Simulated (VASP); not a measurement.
Input of a VASP 6.6.1 run:

INCAR

```
PREC     = Accurate       # precision mode
ENCUT    = 520            # plane-wave cutoff, eV
EDIFF    = 1E-6           # SCF threshold, eV
ISMEAR   = 0              # smearing method
SIGMA    = 0.05           # smearing width, eV
LREAL    = False          # projectors in reciprocal space
LASPH    = True           # aspherical terms in the spheres
NELM     = 150            # most SCF steps
ALGO     = Fast           # electronic algorithm
ISIF     = 2              # what is computed and relaxed
LWAVE    = False          # write WAVECAR
LCHARG   = False          # write CHGCAR
LNONCOLLINEAR= True           # non-collinear magnetism
MAGMOM   = 0 0 0 0 0 0    # initial moments
LORBIT   = 11             # projections on sites
LSORBIT  = True           # spin-orbit coupling
GGA_COMPAT= False        
LORBMOM  = True         
GGA      = PE             # functional
NBANDS   = 40             # bands
```

Contents of KPOINTS:

```
regular mesh
0
Gamma
  14 14 8
```

File POSCAR:

```
Pb
1.0
    3.5658583537      0.0000000000      0.0000000000
   -1.7829291768      3.0881239206      0.0000000000
    0.0000000000      0.0000000000      5.8333634971
Pb
2
Direct
    0.3333333333      0.6666666667      0.7500000000
    0.6666666667      0.3333333333      0.2500000000
```

Potentials or basis: VASP PAW PBE potentials, release 64 (Pb_d).

Command:

```console
$ cat potpaw_PBE.64/Pb_d/POTCAR > POTCAR
$ mpirun -np 1 vasp_ncl > vasp.out
```

Q: Estimate the pressure.

A: 0.0 GPa.

Q: Estimate the net moment.

A: 0.00 μB per cell.

Moments on the atoms (μB; x, y, z):
```
Pb  0.00 0.00 0.00
Pb  0.00 0.00 0.00
```
